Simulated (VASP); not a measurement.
# Al2B2As (P6/mmm) in VASP: a series of runs, part 2 of 2

VASP 6.6.1. The steps go on from the part before.

### Step 3. Single point, PBE

This run uses another cell than the first one, of 16.29 Å³/atom.

INCAR

```
ALGO = Normal
EDIFF = 1E-7
ENCUT = 520
GGA = PE
ISIF = 2
ISMEAR = 0
LASPH = T
LCHARG = F
LREAL = F
LWAVE = F
NBANDS = 16
NELM = 80
PREC = Accurate
SIGMA = 0.1
```

KPOINTS

```
k-points
0
Gamma
  6 6 4
```

POSCAR

```
Al2B2As
1.0
    3.6105472500      0.0000000000      0.0000000000
   -1.8052736200      3.1268256400      0.0000000000
    0.0000000000      0.0000000000      7.2159898800
Al B As
2 2 1
Direct
    0.0000000000      0.0000000000      0.1968224400
    0.0000000000      0.0000000000      0.8031775600
    0.0000000000      0.0000000000      0.6055642900
    0.0000000000      0.0000000000      0.3944357100
    0.0000000000      0.0000000000      0.0000000000
```

Potentials or basis: VASP PAW PBE potentials, release 64 (Al, B, As).

Started as:

```
cat potpaw_PBE.64/Al/POTCAR potpaw_PBE.64/B/POTCAR potpaw_PBE.64/As/POTCAR > POTCAR
mpirun -np 1 vasp_std > vasp.out
```

OUTCAR:

```text
EDIFF = 1E-7
   ENCUT = 520
   GGA = PE
   ISIF = 2
   ISMEAR = 0
   LASPH = T
   LREAL = F
   NELM = 80
   PREC = Accurate

 ion  position               nearest neighbor table
   1  0.000  0.000  0.197-   5 1.42   4 1.43   2 2.84
   2  0.000  0.000  0.803-   5 1.42   3 1.43   1 2.84
   3  0.000  0.000  0.606-   2 1.43   4 1.52
   4  0.000  0.000  0.394-   1 1.43   3 1.52
   5  0.000  0.000  0.000-   1 1.42   2 1.42

[... 612 lines left out ...]
  --------------------------------------------------------------------------------------
  -------------------------------------------------------------------------------------
  Total       -0.1469818     -0.1469818    264.3480593     -0.0000000      0.0000000      0.0000000
  in kB       -2.8906911     -2.8906911   5198.9315085     -0.0000000      0.0000000      0.0000000
  external PRESSURE =    1731.0500421 kB  Pullay stress =       0.0000000 kB

 VOLUME and BASIS-vectors are now :
 -----------------------------------------------------------------------------
  energy-cutoff  :      520.00
  volume of cell :       81.47
      direct lattice vectors                 reciprocal lattice vectors
     3.610547250  0.000000000  0.000000000     0.276966324  0.159906581  0.000000000
    -1.805273620  3.126825640  0.000000000     0.000000000  0.319813164  0.000000000
     0.000000000  0.000000000  7.215989880     0.000000000  0.000000000  0.138581126

 POSITION                                       TOTAL-FORCE (eV/Angst)
 -----------------------------------------------------------------------------------
      0.00000      0.00000      1.42027        -0.000000     -0.000000     35.499445
      0.00000      0.00000      5.79572        -0.000000      0.000000    -35.499445
      0.00000      0.00000      4.36975        -0.000000      0.000000    -27.474741
      0.00000      0.00000      2.84624         0.000000     -0.000000     27.474741
      0.00000      0.00000      0.00000        -0.000000     -0.000000     -0.000000
 -----------------------------------------------------------------------------------
    total drift:                               -0.000000     -0.000000      0.000000

  FREE ENERGIE OF THE ION-ELECTRON SYSTEM (eV)
  ---------------------------------------------------
  free  energy   TOTEN  =        25.3755825373 eV

  energy  without entropy=       25.3976463896  energy(sigma->0) =       25.38661446
```

It took 54 s on 1 thread of Intel Xeon 8259CL, shared host; peak memory 0.2 GiB.

Results:

```yaml
Free_energy: 25.3756 eV
Pressure: 173.1 GPa
Largest_force: 35.499 eV/Å
Band_gap_on_the_k_mesh: zero (an odd number of electrons rules out a gap without spin polarisation)
```

Forces on the atoms (eV/Å):
```
Al    0.000   0.000  35.499
Al    0.000   0.000 -35.499
B     0.000   0.000 -27.475
B     0.000   0.000  27.475
As    0.000   0.000   0.000
```

Levels at points of the mesh, in eV from the Fermi level:
```csv
k point,band 6,band 7,band 8,band 9,band 10,band 11
"(0.00, 0.00, 0.00)",-1.80,-1.80,0.94,0.94,3.30,3.30
"(0.50, 0.00, 0.00)",-2.12,-1.77,-1.33,-1.01,0.27,2.26
"(0.00, 0.00, 0.50)",-1.77,-0.24,0.71,0.71,3.62,3.95
"(0.50, 0.00, 0.50)",-2.96,-2.71,-0.07,0.20,0.63,2.21
```

Caveat: atoms lie so close that the PAW spheres overlap strongly, which falsifies energies and pressures; the stress differs along the axes, from -0 to 520 GPa; forces of over 1 eV/Å act on the atoms, so gaps and moduli don't describe the material at rest.

### Step 4. Single point, PBE

This run uses another cell than the first one, of 15.10 Å³/atom.

INCAR

```
SYSTEM = Al2B2As
ALGO = Normal ; EDIFF = 1E-7
ENCUT = 520 ; GGA = PE
ISIF = 2 ; ISMEAR = 0
LASPH = .True. ; LCHARG = .False.
LREAL = .False. ; LWAVE = .False.
NBANDS = 16 ; NELM = 80
PREC = Accurate ; SIGMA = 0.1
```

KPOINTS

```
k-points
0
Gamma
  18 18 4
  0 0 0
```

POSCAR

```
Al2B2As
1.0
    2.7586969852      0.0000000000      0.0000000000
   -1.3793484926      2.3891016705      0.0000000000
    0.0000000000      0.0000000000     11.4567299761
Al B As
2 2 1
Direct
    0.0000000000      0.0000000000      0.2411877494
    0.0000000000      0.0000000000      0.7588122506
    0.0000000000      0.0000000000      0.5700157744
    0.0000000000      0.0000000000      0.4299842256
    0.0000000000      0.0000000000      0.0000000000
```

Started as:

```
cat potpaw_PBE.64/Al/POTCAR potpaw_PBE.64/B/POTCAR potpaw_PBE.64/As/POTCAR > POTCAR
mpirun -np 1 vasp_std > vasp.out
```

Wall time 3.4 min (1 thread of Intel Xeon 8259CL, shared host); peak memory 0.31 GiB.

Results (log left out):

- Free energy: -21.3619 eV
- Pressure: 0.0 GPa
- Largest force: 0.007 eV/Å
- Band gap on the k mesh: zero (an odd number of electrons rules out a gap without spin polarisation)

Forces in eV/Å, atoms in the order of the input:
```
Al   0.000  0.000  0.004
Al   0.000  0.000 -0.004
B    0.000  0.000  0.007
B    0.000  0.000 -0.007
As   0.000  0.000  0.000
```

Levels at points of the mesh, in eV from the Fermi level:
```tsv
k point	band 5	band 6	band 7	band 8	band 9	band 10	band 11	band 12	band 13	band 14
(0.00, 0.00, 0.00)	-6.48	-2.82	-2.02	4.19	5.08	5.08	5.70	7.70	7.70	8.96
(0.50, 0.00, 0.00)	-3.96	-2.93	-2.59	-1.95	-1.34	0.75	1.49	2.95	3.16	3.64
(0.00, 0.00, 0.50)	-5.11	-4.70	-0.60	2.75	5.08	5.08	7.52	7.70	7.70	8.96
(0.50, 0.00, 0.50)	-3.72	-3.21	-2.61	-1.84	-1.34	0.96	1.31	2.95	3.62	3.64
```

### Step 5. Relaxation of cell and atoms, PBE

INCAR

```
PREC     = Accurate       # precision mode
ENCUT    = 600            # plane-wave cutoff, eV
EDIFF    = 1E-7           # SCF threshold, eV
ISMEAR   = 0              # smearing method
SIGMA    = 0.1            # smearing width, eV
LREAL    = F              # projectors in reciprocal space
LASPH    = T              # aspherical terms in the spheres
NELM     = 80             # most SCF steps
ALGO     = Normal         # electronic algorithm
ISIF     = 3              # what is computed and relaxed
LWAVE    = F              # write WAVECAR
LCHARG   = F              # write CHGCAR
GGA      = PE             # functional
IBRION   = 2              # ionic algorithm
NSW      = 100            # ionic steps
EDIFFG   = -0.01          # ionic threshold
```

KPOINTS

```
regular mesh
0
Gamma
  18 18 4
```

POSCAR

```
Al2B2As
1.0
    2.7991079469      0.0000000000      0.0000000000
   -1.3995539735      2.4240985900      0.0000000000
    0.0000000000      0.0000000000     11.2783755977
Al B As
2 2 1
Direct
    0.0000000000      0.0000000000      0.2367568471
    0.0000000000      0.0000000000      0.7632431529
    0.0000000000      0.0000000000      0.5720884917
    0.0000000000      0.0000000000      0.4279115083
    0.0000000000      0.0000000000      0.0000000000
```

Started as:

```
cat potpaw_PBE.64/Al/POTCAR potpaw_PBE.64/B/POTCAR potpaw_PBE.64/As/POTCAR > POTCAR
mpirun -np 1 vasp_std > vasp.out
```

Run time: 22 min. Hardware: 1 thread of Intel Xeon 8259CL, shared host; peak memory 0.34 GiB.

It converged, with:

- Free energy: -21.3631 eV
- Relaxed volume: 15.10 Å³/atom
- Relaxed cell: a = 2.759 Å, b = 2.759 Å, c = 11.459 Å, α = 90.00°, β = 90.00°, γ = 120.00°
- Space group after relaxing (to 0.1 Å): P6/mmm (No. 191)
- Energy gained by relaxing: 6.0 meV/atom
- Ionic steps: 15
- Pressure after relaxing: 0.0 GPa
- Largest force after relaxing: 0.009 eV/Å
- Band gap on the k mesh: zero (an odd number of electrons rules out a gap without spin polarisation)

Forces in eV/Å, atoms in the order of the input:
```
Al   0.000  0.000  0.009
Al   0.000  0.000 -0.009
B    0.000  0.000 -0.001
B    0.000  0.000  0.001
As   0.000  0.000  0.000
```

Stress tensor (GPa, compression positive):
```
 0.03  0.00  0.00
 0.00  0.03  0.00
 0.00  0.00 -0.05
```

The path:
```
step  energy change (eV)  largest force (eV/Å)  pressure (GPa)  volume (Å³)
   1              0.0000                0.3906           -1.25        76.53
   2             -0.0101                0.4871            0.68        75.21
   3             -0.0117                0.2343            0.13        75.56
   4             -0.0234                0.1391            0.58        74.95
   5             -0.0247                0.1138            0.80        74.68
   6             -0.0275                0.0999            0.03        75.29
   7             -0.0277                0.1312           -0.24        75.51
   8             -0.0289                0.0951           -0.23        75.73
   9             -0.0289                0.0732           -0.23        75.70
  10             -0.0296                0.0183           -0.04        75.59
  11             -0.0296                0.0122            0.02        75.55
  12             -0.0298                0.0278           -0.01        75.54
  13             -0.0299                0.0432           -0.04        75.53
  14             -0.0299                0.0406            0.04        75.50
  15             -0.0299                0.0089            0.01        75.52
```

Final structure:
```
CELL_PARAMETERS angstrom
2.75859 0.00000 0.00000
-1.37930 2.38901 0.00000
0.00000 0.00000 11.45863
ATOMIC_POSITIONS crystal
Al 0.00000 0.00000 0.24116
Al 0.00000 0.00000 0.75884
B 0.00000 0.00000 0.57002
B 0.00000 0.00000 0.42998
As 0.00000 0.00000 0.00000
```

Levels at points of the mesh, in eV from the Fermi level:
```tsv
k point	band 6	band 7	band 8	band 9	band 10	band 11	band 12
(0.00, 0.00, 0.00)	-2.82	-2.03	4.19	5.08	5.08	5.69	7.70
(0.50, 0.00, 0.00)	-2.93	-2.59	-1.95	-1.34	0.75	1.49	2.95
(0.00, 0.00, 0.50)	-4.70	-0.60	2.74	5.08	5.08	7.70	7.70
(0.50, 0.00, 0.50)	-3.21	-2.61	-1.84	-1.34	0.96	1.30	2.95
```

Caveat: the highest band is partly filled, so the run has too few bands.

### Step 6. Overview

```csv
task,cell,k mesh,cutoff (eV),gap on the mesh (eV),pressure (GPa),largest force (eV/Å)
single point,"a = 2.799, b = 2.799, c = 11.278 Å, angles 90.0, 90.0, 120.0°, 5 atoms, atomic positions A",6 × 6 × 4,520,none,0.1,0.01
single point,"a = 3.611, b = 3.611, c = 7.216 Å, angles 90.0, 90.0, 120.0°, 5 atoms, atomic positions B",6 × 6 × 4,520,none,173.1,35.50
single point,"a = 2.759, b = 2.759, c = 11.457 Å, angles 90.0, 90.0, 120.0°, 5 atoms, atomic positions C",18 × 18 × 4,520,none,0.0,0.01
relaxation of cell and atoms,"relaxed from a = 2.799, b = 2.799, c = 11.278 Å, angles 90.0, 90.0, 120.0°, 5 atoms, atomic positions A",18 × 18 × 4,600,none,0.0,0.01
```

Alike in all rows: level PBE; potentials or basis VASP PAW PBE potentials, release 64 (Al, B, As); no spin polarisation; smearing gaussian 0.1 eV.

Caveats: some runs use coarse meshes; atoms lie so close that the PAW spheres overlap strongly, which falsifies energies and pressures (at least some runs); the stress differs along the axes, from -0 to 520 GPa (at least some runs); forces of over 1 eV/Å act on the atoms, so gaps and moduli don't describe the material at rest (at least some runs); the highest band is partly filled, so the run has too few bands (at least some runs).

Total energies depend on the potentials used, so only differences within one code and one set of settings carry meaning.
